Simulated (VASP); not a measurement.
Input of a VASP 6.6.1 run:

Contents of INCAR:

```
  PREC = Accurate
  ENCUT = 600
  EDIFF = 1E-6
  ISMEAR = 0
  SIGMA = 0.1
  LREAL = False
  LASPH = True
  NELM = 120
  ALGO = Normal
  ISIF = 2
  LWAVE = False
  LCHARG = False
  GGA = PE
  NBANDS = 12
  GGA_COMPAT = False
```

KPOINTS

```
Automatic mesh
0
Gamma
  20 20 20
```

File POSCAR:

```
Cu
1.0
    0.0000000000      1.8144668059      1.8144668059
    1.8144668059      0.0000000000      1.8144668059
    1.8144668059      1.8144668059      0.0000000000
Cu
1
Direct
    0.0000000000      0.0000000000      0.0000000000
```

Potentials or basis: VASP PAW PBE potentials, release 64 (Cu).

Launch:

```sh
$ cat potpaw_PBE.64/Cu/POTCAR > POTCAR
$ mpirun -np 1 vasp_std > vasp.out
```

(1) What does it give for the pressure?

Results:

(1) 0.7 GPa.
